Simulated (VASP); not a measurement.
# In (Im-3m) in VASP: a series of runs

The runs below take In through single point, relaxation of cell and atoms, with LDA.

Everything below comes from runs of VASP 6.6.1. Logs are shortened: lines on timing, memory, paths and dates and some standing lists are left out, and cuts for length are marked.

## 1. The cell of the first run

The structure is cubic, space group Im-3m (No. 229). The conventional cell has a = 2.738 Å, b = 2.738 Å, c = 2.738 Å, α = 90.00°, β = 90.00°, γ = 90.00°. In (site symmetry m-3m) has 14 In at 2.37 to 2.74 Å within 3.1 Å.

## 2. Single point, LDA

Contents of INCAR:

```
ALGO     = Normal         # electronic algorithm
EDIFF    = 1E-6           # SCF threshold, eV
ENCUT    = 520            # plane-wave cutoff, eV
ISIF     = 2              # what is computed and relaxed
ISMEAR   = -1             # smearing method
LASPH    = T              # aspherical terms in the spheres
LCHARG   = T              # write CHGCAR
LELF     = T              # ELF
LREAL    = F              # projectors in reciprocal space
LVHAR    = T            
LWAVE    = F              # write WAVECAR
NBANDS   = 12             # bands
NELM     = 60             # most SCF steps
PREC     = Accurate       # precision mode
SIGMA    = 0.08           # smearing width, eV
```

Contents of KPOINTS:

```
k-points
0
Gamma
  20 20 20
```

Contents of POSCAR:

```
In
1.0
   -1.3690451103      1.3690451103      1.3690451103
    1.3690451103     -1.3690451103      1.3690451103
    1.3690451103      1.3690451103     -1.3690451103
In
1
Direct
    0.0000000000      0.0000000000      0.0000000000
```

Potentials or basis: VASP PAW LDA potentials, release 64 (In_d).

The run is started by

```
$ cat potpaw_LDA.64/In_d/POTCAR > POTCAR
$ mpirun -np 1 vasp_std > vasp.out
```

OUTCAR:

```text
EDIFF = 1E-6
   ENCUT = 520
   ISIF = 2
   ISMEAR = -1
   LASPH = T
   LREAL = F
   NELM = 60
   PREC = Accurate

 ion  position               nearest neighbor table
   1  0.000  0.000  0.000-

  LATTYP: Found a body centered cubic cell.
 ALAT       =     2.7380902206

  Lattice vectors:

 A1 = (  -1.3690451103,   1.3690451103,   1.3690451103)
 A2 = (   1.3690451103,  -1.3690451103,   1.3690451103)
 A3 = (   1.3690451103,   1.3690451103,  -1.3690451103)

Analysis of symmetry for initial positions (statically):
=====================================================================
 Subroutine PRICEL returns:
 Original cell was already a primitive cell.

 Routine SETGRP: Setting up the symmetry group for a
 body centered cubic supercell.

 Subroutine GETGRP returns: Found 48 space group operations
 (whereof 48 operations were pure point group operations)
 out of a pool of 48 trial point group operations.

The static configuration has the point symmetry O_h .

Analysis of symmetry for dynamics (positions and initial velocities):
=====================================================================
 Subroutine PRICEL returns:
 Original cell was already a primitive cell.

 Routine SETGRP: Setting up the symmetry group for a
 body centered cubic supercell.

 Subroutine GETGRP returns: Found 48 space group operations
 (whereof 48 operations were pure point group operations)
 out of a pool of 48 trial point group operations.

The dynamic configuration has the point symmetry O_h .

 Subroutine INISYM returns: Found 48 space group operations
 (whereof 48 operations are pure point group operations),
 and found     1 'primitive' translations

----------------------------------------------------------------------------------------

                                     Primitive cell

  volume of cell :      10.2639

  direct lattice vectors                    reciprocal lattice vectors
    -1.369045110  1.369045110  1.369045110     0.000000000  0.365218061  0.365218061
     1.369045110 -1.369045110  1.369045110     0.365218061  0.000000000  0.365218061
     1.369045110  1.369045110 -1.369045110     0.365218061  0.365218061  0.000000000

  length of vectors
     2.371255689  2.371255689  2.371255689     0.516496334  0.516496334  0.516496334

  position of ions in fractional coordinates (direct lattice)
     0.000000000  0.000000000  0.000000000

  ion indices of the primitive-cell ions
   primitive index   ion index
                 1           1

[... 72 lines left out ...]
   LREAL  =      F    real-space projection
   EDIFFG = 0.1E-04   stopping-criterion for IOM
   NSW    =      0    number of steps for IOM
   IBRION =     -1    ionic relax: 0-MD 1-quasi-New 2-CG
   NFREE  =      0    steps in history (QN), initial steepest desc. (CG)
   ISIF   =      2    stress and relaxation
   ISYM   =      2    0-nonsym 1-usesym 2-fastsym
   POTIM  = 0.5000    time-step for ionic-motion
   TEBEG  =    0.0;   TEEND  =   0.0 temperature during run
   PSTRESS=    0.0 pullay stress
   NELECT =      13.0000    total number of electrons
   NUPDOWN=      -1.0000    fix difference up-down
   EMIN   =  10.00;   EMAX   =-10.00  energy-range for DOS
   EFERMI =   0.00;   METHOD = LEGACY
   ISMEAR =    -1;   SIGMA  =   0.08  broadening in eV -4-tet -1-fermi 0-gaus
   EFERMI_NEDOS =   21; number of points for ismear=-14 and -15
   IALGO  =     38    algorithm
   IMIX   =      4    mixing-type and parameters
     AMIX     =   0.40;   BMIX     =  1.00
     AMIX_MAG =   1.60;   BMIX_MAG =  1.00
  volume/ion in A,a.u.               =      10.26        69.26
  Fermi-wavevector in a.u.,A,eV,Ry     =   1.771270  3.347216 42.686901  3.137399
  Thomas-Fermi vector in A             =   2.837895
   LORBIT       =      0    0 simple, 1 ext, 2 COOP (PROOUT), +10 PAW based schemes
   GGA     = CA    functional components
   LHFCALC =     F    Hartree Fock is set to
   AEXX    =    0.0000 exact exchange contribution
   IVDW    =     0    specifies the selected vdW correction
   LEPSILON=     F    determine dielectric tensor
   LRPA    =     F    only Hartree local field effects (RPA)
 non-spin polarized calculation
  energy-cutoff  :      520.00
  volume of cell :       10.26
 maximum number of plane-waves:       285
 NGX is ok and might be reduce to    18
   NGX =  9   NGY =  9   NGZ =  9

 number of electron      13.0000002 magnetization

 Free energy of the ion-electron system (eV)
  ---------------------------------------------------
  ext. energy  EPLUGINS =         0.00000000
  ---------------------------------------------------
  free energy    TOTEN  =         4.68129227 eV

  energy without entropy =        4.68781440  energy(sigma->0) =        4.68455333

 E-fermi :  26.1975     XC(G=0): -15.8527

 val. band max:       26.1814255142   @ k =  -0.3000  -0.4500   0.0500
 cond. band min:      26.2314131342   @ k =  -0.4500  -0.4500   0.3000
 fundamental gap:      0.0499876200
 Fermi energy:        26.1975059582

 k-point     1 :       0.0000    0.0000    0.0000
  band No.  band energies     occupation
      1       5.4146      2.00000
      2       6.3797      2.00000
      3       6.3797      2.00000
      4       6.3797      2.00000
      5       8.5305      2.00000
      6       8.5305      2.00000
      7      38.2722      0.00000
      8      38.2722      0.00000
      9      38.2722      0.00000
     10      49.1675      0.00000
     11      49.1675      0.00000
     12      51.4341      0.00000
[... 331 lines left out ...]
 k-point    24 :       0.2500    0.1000    0.0000
  band No.  band energies     occupation
      1       5.4395      2.00000
      2       5.7163      2.00000
      3       8.0085      2.00000
      4       8.1476      2.00000
      5       8.7094      2.00000
      6      11.3814      2.00000
      7      30.6271      0.00000
      8      34.5136      0.00000
      9      38.5112      0.00000
     10      41.7309      0.00000
     11      46.9989      0.00000
     12      47.5388      0.00000

 [... further k-points ...]
[... 5 lines left out ...]
  --------------------------------------------------------------------------------------
  -------------------------------------------------------------------------------------
  Total       26.5980153     26.5980153     26.5980153     -0.0000000     -0.0000000     -0.0000000
  in kB     4151.8967678   4151.8967678   4151.8967678     -0.0000000     -0.0000000     -0.0000000
  external PRESSURE =    4151.8967678 kB  Pullay stress =       0.0000000 kB

 VOLUME and BASIS-vectors are now :
 -----------------------------------------------------------------------------
  energy-cutoff  :      520.00
  volume of cell :       10.26
      direct lattice vectors                 reciprocal lattice vectors
    -1.369045110  1.369045110  1.369045110     0.000000000  0.365218061  0.365218061
     1.369045110 -1.369045110  1.369045110     0.365218061  0.000000000  0.365218061
     1.369045110  1.369045110 -1.369045110     0.365218061  0.365218061  0.000000000

 POSITION                                       TOTAL-FORCE (eV/Angst)
 -----------------------------------------------------------------------------------
      0.00000      0.00000      0.00000        -0.000000     -0.000000     -0.000000
 -----------------------------------------------------------------------------------
    total drift:                               -0.000000      0.000000      0.000000

  FREE ENERGIE OF THE ION-ELECTRON SYSTEM (eV)
  ---------------------------------------------------
  free  energy   TOTEN  =         4.6812922654 eV

  energy  without entropy=        4.6878144027  energy(sigma->0) =        4.68455333
```

It took 11 s on 1 thread of Intel Xeon 6975P-C (Granite Rapids), shared host; peak memory 0.14 GiB.

Results:

```
Free energy : 4.6813 eV
Pressure    : 415.2 GPa
```

Caveat: spin-orbit coupling is left out, which moves the levels of the heavy elements.

## 3. Relaxation of cell and atoms, LDA, target pressure 410 GPa, at which the enthalpy is minimised

Contents of INCAR:

```
SYSTEM = In
  PREC = Accurate
  ENCUT = 600
  EDIFF = 1E-6
  ISMEAR = -1
  SIGMA = 0.08
  LREAL = .FALSE.
  LASPH = .TRUE.
  NELM = 100
  ALGO = Normal
  ISIF = 3
  LWAVE = .FALSE.
  LCHARG = .FALSE.
  IBRION = 2
  NSW = 60
  EDIFFG = -0.005
  PSTRESS = 4100.0
```

Contents of KPOINTS:

```
regular mesh
0
G
  20 20 20
  0 0 0
```

Contents of POSCAR:

```
In
1.0
   -1.3681386517      1.3681386517      1.3681386517
    1.3681386517     -1.3681386517      1.3681386517
    1.3681386517      1.3681386517     -1.3681386517
In
1
Direct
    0.0000000000      0.0000000000      0.0000000000
```

Potentials or basis: VASP PAW LDA potentials, release 64 (In_d).

The run is started by

```
$ cat potpaw_LDA.64/In_d/POTCAR > POTCAR
$ mpirun -np 1 vasp_std > vasp.out
```

OUTCAR:

```text
SYSTEM = In
   PREC = Accurate
   ENCUT = 600
   EDIFF = 1E-6
   ISMEAR = -1
   LREAL = .FALSE.
   LASPH = .TRUE.
   NELM = 100
   ISIF = 3
   IBRION = 2
   NSW = 60
   EDIFFG = -0.005
   PSTRESS = 4100.0

 ion  position               nearest neighbor table
   1  0.000  0.000  0.000-

  LATTYP: Found a body centered cubic cell.
 ALAT       =     2.7362773034

  Lattice vectors:

 A1 = (  -1.3681386517,   1.3681386517,   1.3681386517)
 A2 = (   1.3681386517,  -1.3681386517,   1.3681386517)
 A3 = (   1.3681386517,   1.3681386517,  -1.3681386517)

Analysis of symmetry for initial positions (statically):
=====================================================================
 Subroutine PRICEL returns:
 Original cell was already a primitive cell.

 Routine SETGRP: Setting up the symmetry group for a
 body centered cubic supercell.
[... 283 lines left out ...]

  energy without entropy =        4.59163627  energy(sigma->0) =        4.58836753

 E-fermi :  26.0791     XC(G=0): -15.8284

 val. band max:       26.0611730509   @ k =  -0.3000  -0.4500   0.0500
 cond. band min:      26.1177459518   @ k =  -0.4500  -0.4500   0.3000
 fundamental gap:      0.0565729009
 Fermi energy:        26.0791172296

 k-point     1 :       0.0000    0.0000    0.0000
  band No.  band energies     occupation
      1       5.3622      2.00000
      2       6.3055      2.00000
      3       6.3055      2.00000
      4       6.3055      2.00000
      5       8.4419      2.00000
      6       8.4419      2.00000
      7      38.1834      0.00000
      8      38.1834      0.00000
      9      38.1834      0.00000
     10      49.0238      0.00000
[... 287 lines left out ...]
 k-point    24 :       0.2500    0.1000   -0.0000
  band No.  band energies     occupation
      1       5.3746      2.00000
      2       5.6481      2.00000
      3       7.9277      2.00000
      4       8.0620      2.00000
      5       8.6193      2.00000
      6      11.3010      2.00000
      7      30.5010      0.00000
      8      34.4034      0.00000
      9      38.3712      0.00000
     10      41.6102      0.00000

 [... further k-points ...]
[... 5 lines left out ...]
  --------------------------------------------------------------------------------------
  -------------------------------------------------------------------------------------
  Total       26.3652105     26.3652105     26.3652105      0.0000000      0.0000000      0.0000000
  in kB     4100.6898314   4100.6898314   4100.6898314      0.0000000      0.0000000      0.0000000
  external PRESSURE =       0.6898314 kB  Pullay stress =    4100.0000000 kB
[... 20 lines left out ...]
  energy  without entropy=        4.5916362712  energy(sigma->0) =        4.58836753

  enthalpy is  TOTEN    =        30.9458740390 eV   P V=       26.3607752429

 reached required accuracy - stopping structural energy minimisation
```

CONTCAR:

```text
In
   1.00000000000000
    -1.3706975532265966    1.3706975532265966    1.3706975532265966
     1.3706975532265966   -1.3706975532265966    1.3706975532265966
     1.3706975532265966    1.3706975532265966   -1.3706975532265966
  In
     1
Direct
     0.0000000000000000    0.0000000000000000    0.0000000000000000

  0.00000000E+00  0.00000000E+00  0.00000000E+00
```

Run time: 28 s. Hardware: 1 thread of Intel Xeon 6975P-C (Granite Rapids), shared host; peak memory 0.15 GiB.

What came out:

* Free energy: 4.5851 eV
* Relaxed volume: 10.30 Å³/atom
* Relaxed cell: a = 2.374 Å, b = 2.374 Å, c = 2.374 Å, α = 109.47°, β = 109.47°, γ = 109.47°
* Space group after relaxing (to 0.05 Å): Im-3m (No. 229)
* Energy change on relaxing (the enthalpy is what falls): -148.9 meV/atom
* Ionic steps: 4
* Pressure after relaxing: 410.1 GPa

Step by step:
```tsv
step	energy change (eV)	largest force (eV/Å)	pressure (GPa)	volume (Å³)
1	0.0000	0.0000	418.32	10.24
2	-1.8404	0.0000	316.93	11.05
3	-0.1524	0.0000	409.80	10.30
4	-0.1489	0.0000	410.07	10.30
```

Final structure:
```yaml
crystal:
  lattice:
    - [-1.37070, 1.37070, 1.37070]
    - [1.37070, -1.37070, 1.37070]
    - [1.37070, 1.37070, -1.37070]
  atoms:
    - { symbol: In, position: [0.00000, 0.00000, 0.00000] }
```

Levels at points of the mesh, in eV from the Fermi level:
```tsv
k point	band 3	band 4	band 5	band 6	band 7	band 8	band 9	band 10
(0.00, 0.00, 0.00)	-19.77	-19.77	-17.64	-17.64	12.10	12.10	12.10	22.94
(0.50, 0.00, 0.00)	-17.71	-17.47	-16.06	-10.03	-3.50	7.09	10.25	17.28
(0.50, 0.50, 0.50)	-16.45	-16.45	-16.45	-0.34	-0.34	-0.34	8.36	8.36
```

Caveat: the cell is relaxed towards a set pressure, so the enthalpy falls and the energy may rise; spin-orbit coupling is left out, which moves the levels of the heavy elements.
